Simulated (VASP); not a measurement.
# CuO (C2/c) in VASP: notebook

Aim: see how the results for CuO move with the level of theory and the settings. Levels: revpbe exchange, lyp correlation. Tasks: relaxation of cell and atoms.

Everything below comes from runs of VASP 6.6.1. Logs are shortened: lines on timing, memory, paths and dates and some standing lists are left out, and cuts for length are marked.

## (1) The cell of the first run

Symmetry: C2/c, No. 15, monoclinic system. The conventional cell has a = 4.684 Å, b = 3.423 Å, c = 5.129 Å, α = 90.00°, β = 99.54°, γ = 90.00°. Cu (site symmetry -1) has 4 O at 1.95 to 1.96 Å within 2.6 Å. Within 3.0 Å of O (site symmetry 2) lie 6 Cu at 1.95 to 2.78 Å and 6 O at 2.62 to 2.90 Å.

## (2) Relaxation of cell and atoms, revpbe exchange, lyp correlation

INCAR

```
SYSTEM = CuO
PREC     = Accurate       ! precision mode
ENCUT    = 600            ! plane-wave cutoff, eV
EDIFF    = 1E-7           ! SCF threshold, eV
ISMEAR   = 0              ! smearing method
SIGMA    = 0.1            ! smearing width, eV
LREAL    = .FALSE.        ! projectors in reciprocal space
LASPH    = .TRUE.         ! aspherical terms in the spheres
NELM     = 120            ! most SCF steps
ALGO     = Normal         ! electronic algorithm
ISIF     = 3              ! what is computed and relaxed
LWAVE    = .FALSE.        ! write WAVECAR
LCHARG   = .FALSE.        ! write CHGCAR
GGA      = LIBXC          ! functional
LIBXC1   = GGA_X_PBE_R  
LIBXC2   = GGA_C_LYP    
IBRION   = 2              ! ionic algorithm
NSW      = 80             ! ionic steps
EDIFFG   = -0.001         ! ionic threshold
GGA_COMPAT= .FALSE.      
NELMIN   = 4
```

KPOINTS

```
Automatic mesh
0
Gamma
  12 12 7
  0.5 0.5 0.5
```

POSCAR

```
CuO
1.0
    2.3418500000     -1.7113000000      0.0000000000
    2.3418500000      1.7113000000      0.0000000000
   -0.8500270000      0.0000000000      5.0578690000
Cu O
2 2
Direct
    0.0000000000      0.5000000000      0.0000000000
    0.5000000000      0.0000000000      0.5000000000
    0.5816000000      0.4184000000      0.2500000000
    0.4184000000      0.5816000000      0.7500000000
```

Potentials or basis: VASP PAW PBE potentials, release 64 (Cu, O).

Started as:

```console
cat potpaw_PBE.64/Cu/POTCAR potpaw_PBE.64/O/POTCAR > POTCAR
mpirun -np 1 vasp_std > vasp.out
```

OUTCAR:

```text
SYSTEM = CuO
   PREC = Accurate
   ENCUT = 600
   EDIFF = 1E-7
   ISMEAR = 0
   LREAL = .FALSE.
   LASPH = .TRUE.
   NELM = 120
   ISIF = 3
   GGA = LIBXC
   IBRION = 2
   NSW = 80
   EDIFFG = -0.001
   NELMIN = 4

 ion  position               nearest neighbor table
   1  0.000  0.500  0.000-   3 1.95   4 1.95   4 1.96   3 1.96
   2  0.500  0.000  0.500-   4 1.95   3 1.95   4 1.96   3 1.96
   3  0.582  0.418  0.250-   2 1.95   1 1.95   2 1.96   1 1.96
   4  0.418  0.582  0.750-   1 1.95   2 1.95   2 1.96   1 1.96

  LATTYP: Found a base centered monoclinic cell.
 ALAT       =     4.6837000000
 B/A-ratio  =     0.7307470589
 C/A-ratio  =     1.0950316075
 COS(beta)  =    -0.1657360545

  Lattice vectors:

 A1 = (   2.3418500000,  -1.7113000000,   0.0000000000)
 A2 = (   2.3418500000,   1.7113000000,   0.0000000000)
 A3 = (  -0.8500270000,   0.0000000000,   5.0578690000)

Analysis of symmetry for initial positions (statically):
=====================================================================
 Subroutine PRICEL returns:
 Original cell was already a primitive cell.

 Routine SETGRP: Setting up the symmetry group for a
 base centered monoclinic supercell.

 Subroutine GETGRP returns: Found  4 space group operations
 (whereof  2 operations were pure point group operations)
 out of a pool of  4 trial point group operations.

The static configuration has the point symmetry S_2 .
 The point group associated with its full space group is C_2h.

Analysis of symmetry for dynamics (positions and initial velocities):
=====================================================================
 Subroutine PRICEL returns:
 Original cell was already a primitive cell.

 Routine SETGRP: Setting up the symmetry group for a
 base centered monoclinic supercell.

 Subroutine GETGRP returns: Found  4 space group operations
 (whereof  2 operations were pure point group operations)
 out of a pool of  4 trial point group operations.

The dynamic configuration has the point symmetry S_2 .
 The point group associated with its full space group is C_2h.

 Subroutine INISYM returns: Found  4 space group operations
 (whereof  2 operations are pure point group operations),
 and found     1 'primitive' translations

----------------------------------------------------------------------------------------

                                     Primitive cell

  volume of cell :      40.5399

  direct lattice vectors                    reciprocal lattice vectors
     2.341850000 -1.711300000  0.000000000     0.213506416 -0.292175539  0.035881953
     2.341850000  1.711300000  0.000000000     0.213506416  0.292175539  0.035881953
    -0.850027000  0.000000000  5.057869000     0.000000000  0.000000000  0.197711724

  length of vectors
     2.900484289  2.900484289  5.128799540     0.363646875  0.363646875  0.197711724

  position of ions in fractional coordinates (direct lattice)
     1.000000000  0.500000000  0.000000000
     0.500000000  1.000000000  0.500000000
     0.581600000  0.418400000  0.250000000
     0.418400000  0.581600000  0.750000000

  ion indices of the primitive-cell ions
   primitive index   ion index
                 1           1
                 2           2
                 3           3
                 4           4

----------------------------------------------------------------------------------------

 KPOINTS: Automatic mesh

Automatic generation of k-mesh.
 Grid dimensions read from file:
 generate k-points for:   12   12    7

 Generating k-lattice:

  Cartesian coordinates                     Fractional coordinates (reciprocal lattice)
     0.017792201 -0.024347962  0.002990163     0.083333333 -0.000000000  0.000000000
     0.017792201  0.024347962  0.002990163    -0.000000000  0.083333333  0.000000000
     0.000000000  0.000000000  0.028244532     0.000000000  0.000000000  0.142857143

  Length of vectors
     0.030303906  0.030303906  0.028244532

  Shift w.r.t. Gamma in fractional coordinates (k-lattice)
     0.500000000  0.500000000  0.500000000

 Subroutine IBZKPT returns following result:
 ===========================================

 Found    276 irreducible k-points:

 Following reciprocal coordinates:
            Coordinates               Weight
  0.041667  0.041667  0.071429      2.000000
  0.125000  0.041667  0.071429      4.000000
  0.208333  0.041667  0.071429      4.000000
  0.291667  0.041667  0.071429      4.000000
  0.375000  0.041667  0.071429      4.000000
  0.458333  0.041667  0.071429      4.000000
[... 16 lines left out ...]
 -0.041667  0.125000  0.071429      4.000000
  0.208333  0.208333  0.071429      2.000000
 [... further k-points ...]
   k-points           NKPTS =    276   k-points in BZ     NKDIM =    276   number of bands    NBANDS=     21
   number of dos      NEDOS =    301   number of ions     NIONS =      4
   total plane-waves  NPLWV =  24192
   dimension x,y,z NGX =    24 NGY =   24 NGZ =   42
   dimension x,y,z NGXF=    48 NGYF=   48 NGZF=   84
   ions per type =               2   2
   NGX,Y,Z   is equivalent  to a cutoff of  13.76, 13.76, 13.61 a.u.
   NGXF,Y,Z  is equivalent  to a cutoff of  27.51, 27.51, 27.23 a.u.
 SYSTEM =  CuO
   PREC   = accura    normal or accurate (medium, high low for compatibility)
   ISTART =      0    job   : 0-new  1-cont  2-samecut
   ICHARG =      2    charge: 1-file 2-atom 10-const
   ISPIN  =      1    spin polarized calculation?
   LNONCOLLINEAR =      F non collinear calculations
   LSORBIT =      F    spin-orbit coupling
   LASPH  =      T    aspherical Exc in radial PAW
   ENCUT  =  600.0 eV  44.10 Ry    6.64 a.u.   5.79  5.79 10.24*2*pi/ulx,y,z
   NELM   =    120;   NELMIN=  4; NELMDL= -5     # of ELM steps
   EDIFF  = 0.1E-06   stopping-criterion for ELM
   LREAL  =      F    real-space projection
   EDIFFG = -.1E-02   stopping-criterion for IOM
   NSW    =     80    number of steps for IOM
   IBRION =      2    ionic relax: 0-MD 1-quasi-New 2-CG
   NFREE  =      1    steps in history (QN), initial steepest desc. (CG)
   ISIF   =      3    stress and relaxation
   ISYM   =      2    0-nonsym 1-usesym 2-fastsym
   POTIM  = 0.5000    time-step for ionic-motion
   TEBEG  =    0.0;   TEEND  =   0.0 temperature during run
   PSTRESS=    0.0 pullay stress
   NELECT =      34.0000    total number of electrons
   NUPDOWN=      -1.0000    fix difference up-down
   EMIN   =  10.00;   EMAX   =-10.00  energy-range for DOS
   EFERMI =   0.00;   METHOD = LEGACY
   ISMEAR =     0;   SIGMA  =   0.10  broadening in eV -4-tet -1-fermi 0-gaus
   EFERMI_NEDOS =   21; number of points for ismear=-14 and -15
   IALGO  =     38    algorithm
   IMIX   =      4    mixing-type and parameters
     AMIX     =   0.40;   BMIX     =  1.00
     AMIX_MAG =   1.60;   BMIX_MAG =  1.00
  volume/ion in A,a.u.               =      10.13        68.39
  Fermi-wavevector in a.u.,A,eV,Ry     =   1.543856  2.917465 32.429381  2.383492
  Thomas-Fermi vector in A             =   2.649460
   LORBIT       =      0    0 simple, 1 ext, 2 COOP (PROOUT), +10 PAW based schemes
   GGA     = LIBXC    functional components
   LHFCALC =     F    Hartree Fock is set to
   AEXX    =    0.0000 exact exchange contribution
   IVDW    =     0    specifies the selected vdW correction
   LEPSILON=     F    determine dielectric tensor
   LRPA    =     F    only Hartree local field effects (RPA)
 conjugate gradient relaxation of ions
 non-spin polarized calculation
 Gauss-broadening in eV      SIGMA  =   0.10
  energy-cutoff  :      600.00
  volume of cell :       40.54
 maximum number of plane-waves:      1366
   NGX = 11   NGY = 11   NGZ = 21

--------------------------------------- Ionic step        1  -------------------------------------------

 number of electron      33.9999983 magnetization

 Free energy of the ion-electron system (eV)
  ---------------------------------------------------
  ext. energy  EPLUGINS =         0.00000000
  ---------------------------------------------------
  free energy    TOTEN  =       -16.90579502 eV

  energy without entropy =      -16.89413871  energy(sigma->0) =      -16.89996687

------------------------ aborting loop because EDIFF is reached ----------------------------------------

  FORCE on cell =-STRESS in cart. coord.  units (eV):
  Direction    XX          YY          ZZ          XY          YZ          ZX
  --------------------------------------------------------------------------------------
  -------------------------------------------------------------------------------------
  Total        4.4329291      4.3697931      4.5243434      0.0000000      0.0000000     -0.4311382
  in kB      175.1937354    172.6985382    178.8065179      0.0000000      0.0000000    -17.0390085
  external PRESSURE =     175.5662638 kB  Pullay stress =       0.0000000 kB
[... 95 lines left out ...]
  FREE ENERGIE OF THE ION-ELECTRON SYSTEM (eV)
  ---------------------------------------------------
  free  energy   TOTEN  =       -17.1282507771 eV

  energy  without entropy=      -17.1162367389  energy(sigma->0) =      -17.12224376

 E-fermi :   4.6909     XC(G=0): -10.4372

 val. band max:        4.6905326273   @ k =   0.2917   0.2917   0.2143
 cond. band min:       4.6911961534   @ k =  -0.4583   0.3750   0.3571
 fundamental gap:      0.0006635261
 Fermi energy:         4.6908836327

 k-point     1 :       0.0417    0.0417    0.0714
  band No.  band energies     occupation
      1     -14.3344      2.00000
      2     -13.2203      2.00000
      3      -2.3165      2.00000
      4      -0.2942      2.00000
      5       0.0612      2.00000
      6       1.4158      2.00000
[... 550 lines left out ...]
      5      -0.0793      2.00000
      6       0.0830      2.00000
[... 13 lines left out ...]
     20      11.0491      0.00000
     21      13.1762      0.00000

 [... further k-points ...]

 E-fermi :   3.7665     XC(G=0):  -9.8612

 val. band max:        3.7650312111   @ k =  -0.1250   0.2083   0.0714
 cond. band min:       3.7739519931   @ k =   0.3750   0.2083   0.3571
 fundamental gap:      0.0089207820
 Fermi energy:         3.7664837714

 k-point     1 :       0.0417    0.0417    0.0714
  band No.  band energies     occupation
      1     -14.8996      2.00000
      2     -13.9107      2.00000
      3      -2.9211      2.00000
      4      -0.8225      2.00000
      5      -0.8032      2.00000
      6       0.5298      2.00000
[... 550 lines left out ...]
      5      -0.7032      2.00000
      6      -0.6830      2.00000
[... 13 lines left out ...]
     20       9.4523      0.00000
     21      12.3570      0.00000

 [... further k-points ...]

[... ionic steps 4 to 41 ...]

--------------------------------------- Ionic step       42  -------------------------------------------

 number of electron      34.0000017 magnetization

------------------------ aborting loop because EDIFF is reached ----------------------------------------

  FORCE on cell =-STRESS in cart. coord.  units (eV):
  Direction    XX          YY          ZZ          XY          YZ          ZX
  --------------------------------------------------------------------------------------
  -------------------------------------------------------------------------------------
  Total        0.0011281     -0.0000893     -0.0059838      0.0000000      0.0000000      0.0023263
  in kB        0.0378282     -0.0029932     -0.2006528      0.0000000      0.0000000      0.0780052
  external PRESSURE =      -0.0552726 kB  Pullay stress =       0.0000000 kB
[... 61 lines left out ...]
  energy  without entropy=      -17.3736838982  energy(sigma->0) =      -17.37964699

--------------------------------------- Ionic step       44  -------------------------------------------

 number of electron      34.0000017 magnetization

 Free energy of the ion-electron system (eV)
  ---------------------------------------------------
  ext. energy  EPLUGINS =         0.00000000
  ---------------------------------------------------
  free energy    TOTEN  =       -17.38561082 eV

  energy without entropy =      -17.37368523  energy(sigma->0) =      -17.37964802

 E-fermi :   4.4789     XC(G=0): -10.1943

 val. band max:        4.4735303357   @ k =  -0.3750  -0.3750   0.3571
 cond. band min:       4.4896886545   @ k =  -0.1250   0.1250   0.3571
 fundamental gap:      0.0161583188
 Fermi energy:         4.4789488440

 k-point     1 :       0.0417    0.0417    0.0714
  band No.  band energies     occupation
      1     -14.6312      2.00000
      2     -13.5567      2.00000
      3      -2.7390      2.00000
      4      -0.4830      2.00000
      5      -0.3806      2.00000
      6       1.0108      2.00000
[... 550 lines left out ...]
      5      -0.3740      2.00000
      6      -0.2759      2.00000
[... 13 lines left out ...]
     20      10.3262      0.00000
     21      13.1662      0.00000

 [... further k-points ...]
[... 5 lines left out ...]
  --------------------------------------------------------------------------------------
  -------------------------------------------------------------------------------------
  Total        0.0007599     -0.0001876      0.0024625      0.0000000      0.0000000      0.0007173
  in kB        0.0254793     -0.0062917      0.0825664      0.0000000      0.0000000      0.0240513
  external PRESSURE =       0.0339180 kB  Pullay stress =       0.0000000 kB
[... 19 lines left out ...]
  FREE ENERGIE OF THE ION-ELECTRON SYSTEM (eV)
  ---------------------------------------------------
  free  energy   TOTEN  =       -17.3856108190 eV

  energy  without entropy=      -17.3736852250  energy(sigma->0) =      -17.37964802

 reached required accuracy - stopping structural energy minimisation
```

Run time: 42 min. Hardware: 1 thread of Intel Xeon 6975P-C (Granite Rapids), shared host; peak memory 0.41 GiB.

What came out:

```yaml
Free_energy: -17.3856 eV
Relaxed_volume: 11.95 Å³/atom
Relaxed_cell: a = 3.018 Å, b = 3.018 Å, c = 5.257 Å, α = 90.18°, β = 90.18°, γ = 86.56°
Space_group_after_relaxing_to_0.1_Å: Cccm (No. 66)
Energy_gained_by_relaxing: 120.0 meV/atom
Ionic_steps: 44
Pressure_after_relaxing: 0.0 GPa
Band_gap_on_the_k_mesh: zero (bands 17 and 18 overlap by 1.02 eV)
```

The path:
| step | energy change (eV) | largest force (eV/Å) | pressure (GPa) | volume (Å³) |
| --- | --- | --- | --- | --- |
| 1 | 0.0000 | 0.1297 | 17.56 | 40.54 |
| 3 | -0.2225 | 0.3912 | 0.02 | 44.98 |
| 5 | -0.3153 | 0.2156 | 0.23 | 46.18 |
| 7 | -0.3322 | 0.0759 | 0.53 | 46.81 |
| 9 | -0.4181 | 0.0733 | -2.22 | 48.62 |
| 11 | -0.4309 | 0.0310 | -3.21 | 49.21 |
| 13 | -0.4689 | 0.0084 | 1.25 | 47.41 |
| 15 | -0.4754 | 0.0436 | -0.11 | 47.73 |
| 17 | -0.4778 | 0.0620 | 0.40 | 47.60 |
| 19 | -0.4790 | 0.0357 | -0.48 | 47.94 |
| 21 | -0.4797 | 0.0019 | -0.24 | 47.88 |
| 23 | -0.4797 | 0.0047 | -0.17 | 47.86 |
| 25 | -0.4797 | 0.0035 | -0.16 | 47.86 |
| 27 | -0.4798 | 0.0006 | 0.04 | 47.78 |
| 29 | -0.4798 | 0.0017 | -0.02 | 47.79 |
| 31 | -0.4798 | 0.0013 | -0.02 | 47.78 |
| 33 | -0.4798 | 0.0010 | 0.05 | 47.77 |
| 35 | -0.4798 | 0.0004 | 0.02 | 47.77 |
| 37 | -0.4798 | 0.0001 | 0.01 | 47.77 |
| 39 | -0.4798 | 0.0001 | 0.01 | 47.77 |
| 41 | -0.4798 | 0.0005 | 0.00 | 47.78 |
| 43 | -0.4798 | 0.0012 | 0.01 | 47.79 |
| 44 | -0.4798 | 0.0008 | 0.00 | 47.78 |

Final structure:
```xyz
4
Lattice="2.1902 -2.0687 0.1705 2.1902 2.0687 0.1705 -0.4310 0.0000 5.2395" Properties=species:S:1:pos:R:3 pbc="T T T"
Cu    1.0951    1.0344    0.0852
Cu    0.8796   -1.0344    2.7050
O     2.0824   -0.0041    1.4804
O     1.8669    0.0041    4.1001
```

Caveat: the volume moved by over 15 % at a fixed basis, so the end points are rough; the PAW data sets were made with another functional, which shifts forces and pressure a little; semilocal functionals often make such compounds metallic where correlation or magnetic order opens a gap, which also shifts bond lengths. Zero-point motion and thermal expansion aren't in these numbers.

[end of part 1 of 2]
